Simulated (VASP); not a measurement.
# LiF (I4/mmm) in VASP: further runs

The runs below take LiF through single point, with PBE.

All numbers are computed with VASP 6.6.1; they aren't measurements. Logs are shortened: lines on timing, memory, paths and dates and some standing lists are left out, and cuts for length are marked.

## (1) The cell of the first run

The structure is tetragonal, space group I4/mmm (No. 139). The conventional cell has a = 2.848 Å, b = 2.848 Å, c = 3.988 Å, α = 90.00°, β = 90.00°, γ = 90.00°. Within 2.6 Å of Li (site symmetry 4/mmm) lie 6 F at 1.99 to 2.01 Å. Within 2.6 Å of F (site symmetry 4/mmm) lie 6 Li at 1.99 to 2.01 Å.

## (2) Single point, PBE (zz strain of -1 %)

INCAR

```
PREC = Accurate
ENCUT = 520
EDIFF = 1E-7
ISMEAR = -1
SIGMA = 0.03
LREAL = F
LASPH = T
NELM = 80
ALGO = Normal
ISIF = 2
LWAVE = F
LCHARG = T
GGA = PE
LELF = T
LVHAR = T
NBANDS = 12
```

KPOINTS

```
regular mesh
0
Gamma
  10 10 10
```

POSCAR

```
LiF
1.0
    0.0000000000      2.0140000000      1.9938600000
    2.0140000000      0.0000000000      1.9938600000
    2.0140000000      2.0140000000      0.0000000000
Li F
1 1
Direct
    0.0000000000      0.0000000000      0.0000000000
    0.5000000000      0.5000000000      0.5000000000
```

Potentials or basis: VASP PAW PBE potentials, release 64 (Li_sv, F).

Started as:

```
> cat potpaw_PBE.64/Li_sv/POTCAR potpaw_PBE.64/F/POTCAR > POTCAR
> mpirun -np 1 vasp_std > vasp.out
```

OUTCAR:

```text
PREC = Accurate
   ENCUT = 520
   EDIFF = 1E-7
   ISMEAR = -1
   LREAL = F
   LASPH = T
   NELM = 80
   ISIF = 2
   GGA = PE

 ion  position               nearest neighbor table
   1  0.000  0.000  0.000-   2 1.99   2 1.99   2 2.01   2 2.01   2 2.01   2 2.01
   2  0.500  0.500  0.500-   1 1.99   1 1.99   1 2.01   1 2.01   1 2.01   1 2.01

  LATTYP: Found a body centered tetragonal cell.
 ALAT       =     2.8482261146
 C/A-ratio  =     1.4000714267

  Lattice vectors:

 A1 = (   0.0000000000,  -2.0140000000,  -1.9938600000)
 A2 = (   0.0000000000,   2.0140000000,  -1.9938600000)
 A3 = (   2.0140000000,   0.0000000000,   1.9938600000)

Analysis of symmetry for initial positions (statically):
=====================================================================
 Subroutine PRICEL returns:
 Original cell was already a primitive cell.

 Routine SETGRP: Setting up the symmetry group for a
 body centered tetragonal supercell.

 Subroutine GETGRP returns: Found 16 space group operations
 (whereof 16 operations were pure point group operations)
 out of a pool of 16 trial point group operations.

The static configuration has the point symmetry D_4h.

Analysis of symmetry for dynamics (positions and initial velocities):
=====================================================================
 Subroutine PRICEL returns:
 Original cell was already a primitive cell.

 Routine SETGRP: Setting up the symmetry group for a
 body centered tetragonal supercell.

 Subroutine GETGRP returns: Found 16 space group operations
 (whereof 16 operations were pure point group operations)
 out of a pool of 16 trial point group operations.

The dynamic configuration has the point symmetry D_4h.

 Subroutine INISYM returns: Found 16 space group operations
 (whereof 16 operations are pure point group operations),
 and found     1 'primitive' translations

----------------------------------------------------------------------------------------

                                     Primitive cell

  volume of cell :      16.1750

  direct lattice vectors                    reciprocal lattice vectors
     0.000000000  2.014000000  1.993860000    -0.248262165  0.248262165  0.250769863
     2.014000000  0.000000000  1.993860000     0.248262165 -0.248262165  0.250769863
     2.014000000  2.014000000  0.000000000     0.248262165  0.248262165 -0.250769863

  length of vectors
     2.834020766  2.834020766  2.848226115     0.431455362  0.431455362  0.431455362

  position of ions in fractional coordinates (direct lattice)
     0.000000000  0.000000000  0.000000000
     0.500000000  0.500000000  0.500000000

  ion indices of the primitive-cell ions
   primitive index   ion index
                 1           1
                 2           2

----------------------------------------------------------------------------------------

 KPOINTS: regular mesh

Automatic generation of k-mesh.
 Grid dimensions read from file:
 generate k-points for:   10   10   10

 Generating k-lattice:

  Cartesian coordinates                     Fractional coordinates (reciprocal lattice)
    -0.024826216  0.024826216  0.025076986     0.100000000  0.000000000  0.000000000
     0.024826216 -0.024826216  0.025076986     0.000000000  0.100000000  0.000000000
     0.024826216  0.024826216 -0.025076986     0.000000000  0.000000000  0.100000000

  Length of vectors
     0.043145536  0.043145536  0.043145536

  Shift w.r.t. Gamma in fractional coordinates (k-lattice)
     0.000000000  0.000000000  0.000000000

 Subroutine IBZKPT returns following result:
 ===========================================

 Found    102 irreducible k-points:

 Following reciprocal coordinates:
            Coordinates               Weight
  0.000000  0.000000  0.000000      1.000000
  0.100000  0.000000  0.000000      8.000000
  0.200000  0.000000  0.000000      8.000000
  0.300000 -0.000000  0.000000      8.000000
  0.400000  0.000000  0.000000      8.000000
  0.500000  0.000000  0.000000      4.000000
[... 16 lines left out ...]
  0.300000  0.300000  0.000000      2.000000
  0.400000  0.300000  0.000000      8.000000
 [... further k-points ...]
   k-points           NKPTS =    102   k-points in BZ     NKDIM =    102   number of bands    NBANDS=     12
   number of dos      NEDOS =    301   number of ions     NIONS =      2
   total plane-waves  NPLWV =  13824
   dimension x,y,z NGX =    24 NGY =   24 NGZ =   24
   dimension x,y,z NGXF=    48 NGYF=   48 NGZF=   48
   ions per type =               1   1
   NGX,Y,Z   is equivalent  to a cutoff of  14.08, 14.08, 14.01 a.u.
   NGXF,Y,Z  is equivalent  to a cutoff of  28.16, 28.16, 28.02 a.u.
 SYSTEM =  unknown system
   PREC   = accura    normal or accurate (medium, high low for compatibility)
   ISTART =      0    job   : 0-new  1-cont  2-samecut
   ICHARG =      2    charge: 1-file 2-atom 10-const
   ISPIN  =      1    spin polarized calculation?
   LNONCOLLINEAR =      F non collinear calculations
[... 24 lines left out ...]
     AMIX_MAG =   1.60;   BMIX_MAG =  1.00
  volume/ion in A,a.u.               =       8.09        54.58
  Fermi-wavevector in a.u.,A,eV,Ry     =   1.394634  2.635476 26.463392  1.945004
  Thomas-Fermi vector in A             =   2.518164
   LORBIT       =      0    0 simple, 1 ext, 2 COOP (PROOUT), +10 PAW based schemes
   GGA     = PE    functional components
   LHFCALC =     F    Hartree Fock is set to
   AEXX    =    0.0000 exact exchange contribution
   IVDW    =     0    specifies the selected vdW correction
   LEPSILON=     F    determine dielectric tensor
   LRPA    =     F    only Hartree local field effects (RPA)
 non-spin polarized calculation
  energy-cutoff  :      520.00
  volume of cell :       16.17
 maximum number of plane-waves:       448
 NGX is ok and might be reduce to    24
   NGX = 11   NGY = 11   NGZ = 11

 number of electron      10.0000000 magnetization

 number of electron       9.9999993 magnetization

 Free energy of the ion-electron system (eV)
  ---------------------------------------------------
  ext. energy  EPLUGINS =         0.00000000
  ---------------------------------------------------
  free energy    TOTEN  =        -9.63467240 eV

  energy without entropy =       -9.63467240  energy(sigma->0) =       -9.63467240

 E-fermi :  -0.1322     XC(G=0): -10.0314

 val. band max:       -0.9496453572   @ k =   0.0000   0.0000   0.0000
 cond. band min:       8.2238073781   @ k =   0.0000   0.0000   0.0000
 fundamental gap:      9.1734527352
 Fermi energy:        -0.1322012112

 k-point     1 :       0.0000    0.0000    0.0000
  band No.  band energies     occupation
      1     -41.8548      2.00000
      2     -20.9594      2.00000
      3      -0.9744      2.00000
      4      -0.9496      2.00000
      5      -0.9496      2.00000
      6       8.2238      0.00000
      7      23.0648      0.00000
      8      23.0648      0.00000
      9      23.3037      0.00000
     10      23.4386      0.00000
     11      23.4386      0.00000
     12      23.5247      0.00000

 k-point     2 :       0.1000    0.0000    0.0000
  band No.  band energies     occupation
      1     -41.8490      2.00000
      2     -20.9198      2.00000
      3      -1.2490      2.00000
      4      -0.9871      2.00000
      5      -0.9748      2.00000
      6       8.5144      0.00000
      7      20.4201      0.00000
      8      21.7865      0.00000
      9      21.9510      0.00000
     10      24.5000      0.00000
     11      24.5253      0.00000
     12      24.6192      0.00000

 k-point     3 :       0.2000    0.0000    0.0000
  band No.  band energies     occupation
      1     -41.8338      2.00000
      2     -20.8141      2.00000
      3      -1.9456      2.00000
      4      -1.0425      2.00000
      5      -1.0393      2.00000
      6       9.1611      0.00000
      7      17.9473      0.00000
      8      20.2714      0.00000
      9      20.4565      0.00000
     10      25.5617      0.00000
     11      25.8647      0.00000
     12      25.9101      0.00000
[... 286 lines left out ...]
 k-point    23 :       0.3000    0.3000    0.0000
  band No.  band energies     occupation
      1     -41.8026      2.00000
      2     -20.5312      2.00000
      3      -2.8736      2.00000
      4      -1.6401      2.00000
      5      -1.6401      2.00000
      6      11.4445      0.00000
      7      16.9617      0.00000
      8      18.2496      0.00000
      9      19.4625      0.00000
     10      19.4625      0.00000
     11      33.6405      0.00000
     12      33.8705      0.00000

 k-point    24 :       0.4000    0.3000    0.0000
  band No.  band energies     occupation
      1     -41.7911      2.00000
      2     -20.4168      2.00000
      3      -3.2985      2.00000
      4      -1.8532      2.00000
      5      -1.7438      2.00000
      6      12.2801      0.00000
      7      15.8243      0.00000
      8      17.7380      0.00000
      9      19.2162      0.00000
     10      20.2809      0.00000
     11      33.2747      0.00000
     12      34.0392      0.00000

 [... further k-points ...]

------------------------ aborting loop because EDIFF is reached ----------------------------------------

  FORCE on cell =-STRESS in cart. coord.  units (eV):
  Direction    XX          YY          ZZ          XY          YZ          ZX
  --------------------------------------------------------------------------------------
  -------------------------------------------------------------------------------------
  Total        0.2201356      0.2201356      0.3072444      0.0000000      0.0000000      0.0000000
  in kB       21.8050578     21.8050578     30.4334300      0.0000000      0.0000000      0.0000000
  external PRESSURE =      24.6811819 kB  Pullay stress =       0.0000000 kB

 VOLUME and BASIS-vectors are now :
 -----------------------------------------------------------------------------
  energy-cutoff  :      520.00
  volume of cell :       16.17
      direct lattice vectors                 reciprocal lattice vectors
     0.000000000  2.014000000  1.993860000    -0.248262165  0.248262165  0.250769863
     2.014000000  0.000000000  1.993860000     0.248262165 -0.248262165  0.250769863
     2.014000000  2.014000000  0.000000000     0.248262165  0.248262165 -0.250769863

 POSITION                                       TOTAL-FORCE (eV/Angst)
 -----------------------------------------------------------------------------------
      0.00000      0.00000      0.00000        -0.000000      0.000000      0.000000
      2.01400      2.01400      1.99386         0.000000     -0.000000      0.000000
 -----------------------------------------------------------------------------------
    total drift:                               -0.000000     -0.000000      0.000000

  FREE ENERGIE OF THE ION-ELECTRON SYSTEM (eV)
  ---------------------------------------------------
  free  energy   TOTEN  =        -9.6346724012 eV

  energy  without entropy=       -9.6346724012  energy(sigma->0) =       -9.63467240
```

Run time: 14 s. Hardware: 1 thread of Intel Xeon Platinum 8259CL at 2.50GHz (Skylake/Cascade Lake), shared host; peak memory 0.14 GiB.

What came out:

- Free energy: -9.6347 eV
- Band gap on the k mesh: 9.17 eV

Caveat: the cell differs from its parent crystal (zz strain of -1 %); the cutoff is under 1.25 times the usual one of these potentials, so pressure, stress and relaxed cells hold a basis-set (Pulay) error. A k mesh can miss the band edges.

## (3) Single point, PBE (zz strain of -2 %)

INCAR

```
SYSTEM = LiF
PREC = Accurate ; ENCUT = 520
EDIFF = 1E-6 ; ISMEAR = -1
SIGMA = 0.03 ; LREAL = .FALSE.
LASPH = .TRUE. ; NELM = 100
ALGO = Normal ; ISIF = 2
LWAVE = .FALSE. ; LCHARG = .FALSE.
GGA = PE ; NBANDS = 12
```

KPOINTS

```
regular mesh
0
G
  10 10 10
  0 0 0
```

POSCAR

```
LiF
1.0
    0.0000000000      2.0140000000      1.9737200000
    2.0140000000      0.0000000000      1.9737200000
    2.0140000000      2.0140000000      0.0000000000
Li F
1 1
Direct
    0.0000000000      0.0000000000      0.0000000000
    0.5000000000      0.5000000000      0.5000000000
```

Potentials or basis: VASP PAW PBE potentials, release 64 (Li_sv, F).

Started as:

```
> cat potpaw_PBE.64/Li_sv/POTCAR potpaw_PBE.64/F/POTCAR > POTCAR
> mpirun -np 1 vasp_std > vasp.out
```

Run time: 14 s. Hardware: 1 thread of Intel Xeon Platinum 8259CL at 2.50GHz (Skylake/Cascade Lake), shared host; peak memory 0.14 GiB.

Results (log left out):

* Free energy: -9.6303 eV
* Band gap on the k mesh: 9.26 eV

Levels at points of the mesh, in eV from the valence-band top:
| k point | band 3 | band 4 | band 5 | band 6 | band 7 | band 8 |
| --- | --- | --- | --- | --- | --- | --- |
| (0.00, 0.00, 0.00) | -0.05 | 0.00 | 0.00 | 9.26 | 24.06 | 24.06 |
| (0.50, 0.00, 0.00) | -2.59 | -0.27 | -0.23 | 10.86 | 16.96 | 18.86 |
| (0.50, 0.50, 0.00) | -3.10 | -1.09 | -1.09 | 15.24 | 16.37 | 17.71 |
| (0.50, 0.00, 0.50) | -3.12 | -1.09 | -0.96 | 14.86 | 16.65 | 17.67 |

Caveat: the cell differs from its parent crystal (zz strain of -2 %); the cutoff is under 1.25 times the usual one of these potentials, so pressure, stress and relaxed cells hold a basis-set (Pulay) error. A k mesh can miss the band edges.

## (4) Single point, PBE (zz strain of +2 %)

INCAR

```
PREC     = Accurate       # precision mode
ENCUT    = 520            # plane-wave cutoff, eV
EDIFF    = 1E-7           # SCF threshold, eV
ISMEAR   = -1             # smearing method
SIGMA    = 0.03           # smearing width, eV
LREAL    = F              # projectors in reciprocal space
LASPH    = T              # aspherical terms in the spheres
NELM     = 60             # most SCF steps
ALGO     = Normal         # electronic algorithm
ISIF     = 2              # what is computed and relaxed
LWAVE    = F              # write WAVECAR
LCHARG   = F              # write CHGCAR
GGA      = PE             # functional
NBANDS   = 12             # bands
```

KPOINTS

```
Automatic mesh
0
Gamma
  10 10 10
```

POSCAR

```
LiF
1.0
    0.0000000000      2.0140000000      2.0542800000
    2.0140000000      0.0000000000      2.0542800000
    2.0140000000      2.0140000000      0.0000000000
Li F
1 1
Direct
    0.0000000000      0.0000000000      0.0000000000
    0.5000000000      0.5000000000      0.5000000000
```

Started as:

```
> cat potpaw_PBE.64/Li_sv/POTCAR potpaw_PBE.64/F/POTCAR > POTCAR
> mpirun -np 1 vasp_std > vasp.out
```

It took 14 s on 1 thread of Intel Xeon Platinum 8259CL at 2.50GHz (Skylake/Cascade Lake), shared host; peak memory 0.14 GiB.

It converged, with:

| Quantity | Value |
| --- | --- |
| Free energy | -9.6396 eV |
| Band gap on the k mesh | 8.88 eV |

Levels at points of the mesh, in eV from the valence-band top:
```
           k point  band 1  band 2  band 3  band 4  band 5  band 6  band 7  band 8  band 9  band 10
(0.00, 0.00, 0.00)  -40.99  -19.95   -0.04   -0.04    0.00    8.88   23.38   23.83   23.83    23.99
(0.50, 0.00, 0.00)  -40.94  -19.53   -2.49   -0.27   -0.23   10.64   16.48   18.54   18.89    29.93
(0.50, 0.50, 0.00)  -40.93  -19.30   -2.96   -0.96   -0.96   14.36   16.53   17.16   20.17    20.17
(0.50, 0.00, 0.50)  -40.92  -19.27   -2.95   -1.08   -0.96   14.72   16.27   17.20   19.74    20.04
```

Caveat: the cell differs from its parent crystal (zz strain of +2 %); the cutoff is under 1.25 times the usual one of these potentials, so pressure, stress and relaxed cells hold a basis-set (Pulay) error.

## (5) Single point, PBE (zz strain of +1 %)

INCAR

```
SYSTEM = LiF
  ALGO = Normal
  EDIFF = 1E-6
  ENCUT = 520
  GGA = PE
  ISIF = 2
  ISMEAR = -1
  LASPH = .TRUE.
  LCHARG = .FALSE.
  LREAL = .FALSE.
  LWAVE = .FALSE.
  NBANDS = 12
  NELM = 100
  PREC = Accurate
  SIGMA = 0.03
```

KPOINTS

```
k-points
0
G
  10 10 10
  0 0 0
```

POSCAR

```
LiF
1.0
    0.0000000000      2.0140000000      2.0341400000
    2.0140000000      0.0000000000      2.0341400000
    2.0140000000      2.0140000000      0.0000000000
Li F
1 1
Direct
    0.0000000000      0.0000000000      0.0000000000
    0.5000000000      0.5000000000      0.5000000000
```

Started as:

```
> cat potpaw_PBE.64/Li_sv/POTCAR potpaw_PBE.64/F/POTCAR > POTCAR
> mpirun -np 1 vasp_std > vasp.out
```

Wall time 13 s (1 thread of Intel Xeon Platinum 8259CL at 2.50GHz (Skylake/Cascade Lake), shared host); peak memory 0.14 GiB.

The run converged. Its results:

```
Free energy            : -9.6391 eV
Band gap on the k mesh : 8.98 eV
```

Levels at points of the mesh, in eV from the valence-band top:
| k point | band 2 | band 3 | band 4 | band 5 | band 6 | band 7 | band 8 | band 9 |
| --- | --- | --- | --- | --- | --- | --- | --- | --- |
| (0.00, 0.00, 0.00) | -19.96 | -0.02 | -0.02 | 0.00 | 8.98 | 23.67 | 23.90 | 23.90 |
| (0.50, 0.00, 0.00) | -19.53 | -2.50 | -0.25 | -0.23 | 10.71 | 16.61 | 18.71 | 18.89 |
| (0.50, 0.50, 0.00) | -19.29 | -2.98 | -0.98 | -0.98 | 14.58 | 16.50 | 17.30 | 20.20 |
| (0.50, 0.00, 0.50) | -19.27 | -2.98 | -1.04 | -0.98 | 14.76 | 16.37 | 17.32 | 19.98 |

Caveat: the cell differs from its parent crystal (zz strain of +1 %); the cutoff is under 1.25 times the usual one of these potentials, so pressure, stress and relaxed cells hold a basis-set (Pulay) error. A k mesh can miss the band edges.

## (6) Single point, PBE (zz strain of +3 %)

INCAR

```
ALGO = Normal
EDIFF = 1E-7
ENCUT = 520
GGA = PE
ISIF = 2
ISMEAR = -1
LASPH = T
LCHARG = F
LREAL = F
LWAVE = F
NBANDS = 12
NELM = 60
PREC = Accurate
SIGMA = 0.03
```

KPOINTS

```
k-points
0
Gamma
  10 10 10
```

POSCAR

```
LiF
1.0
    0.0000000000      2.0140000000      2.0744200000
    2.0140000000      0.0000000000      2.0744200000
    2.0140000000      2.0140000000      0.0000000000
Li F
1 1
Direct
    0.0000000000      0.0000000000      0.0000000000
    0.5000000000      0.5000000000      0.5000000000
```

Potentials or basis: VASP PAW PBE potentials, release 64 (Li_sv, F).

Started as:

```
> cat potpaw_PBE.64/Li_sv/POTCAR potpaw_PBE.64/F/POTCAR > POTCAR
> mpirun -np 1 vasp_std > vasp.out
```

Wall time 14 s (1 thread of Intel Xeon Platinum 8259CL at 2.50GHz (Skylake/Cascade Lake), shared host); peak memory 0.14 GiB.

The run converged. Its results:

- Free energy: -9.6390 eV
- Band gap on the k mesh: 8.79 eV

Levels at points of the mesh, in eV from the valence-band top:
```tsv
k point	band 3	band 4	band 5	band 6	band 7	band 8
(0.00, 0.00, 0.00)	-0.06	-0.06	0.00	8.79	23.11	23.77
(0.50, 0.00, 0.00)	-2.47	-0.29	-0.23	10.58	16.35	18.37
(0.50, 0.50, 0.00)	-2.93	-0.94	-0.94	14.15	16.56	17.02
(0.50, 0.00, 0.50)	-2.92	-1.11	-0.93	14.68	16.17	17.08
```

Caveat: the cell differs from its parent crystal (zz strain of +3 %); the cutoff is under 1.25 times the usual one of these potentials, so pressure, stress and relaxed cells hold a basis-set (Pulay) error. A k mesh can miss the band edges.

## (7) Overview

```tsv
cell	gap on the mesh (eV)
a = 2.834, b = 2.834, c = 2.848 Å, angles 59.8, 59.8, 60.3°, 2 atoms	9.17
a = 2.820, b = 2.820, c = 2.848 Å, angles 59.7, 59.7, 60.7°, 2 atoms	9.26
a = 2.877, b = 2.877, c = 2.848 Å, angles 60.3, 60.3, 59.3°, 2 atoms	8.88
a = 2.863, b = 2.863, c = 2.848 Å, angles 60.2, 60.2, 59.7°, 2 atoms	8.98
a = 2.891, b = 2.891, c = 2.848 Å, angles 60.5, 60.5, 59.0°, 2 atoms	8.79
```

Alike in all rows: task single point; level PBE; potentials or basis VASP PAW PBE potentials, release 64 (Li_sv, F); no spin polarisation; k mesh 10 × 10 × 10; cutoff (eV) 520; smearing fermi-dirac 0.03 eV.

Caveats: the cutoff is under 1.25 times the usual one of these potentials, so pressure, stress and relaxed cells hold a basis-set (Pulay) error.

Absolute energies hang on the potentials; compare differences alone.
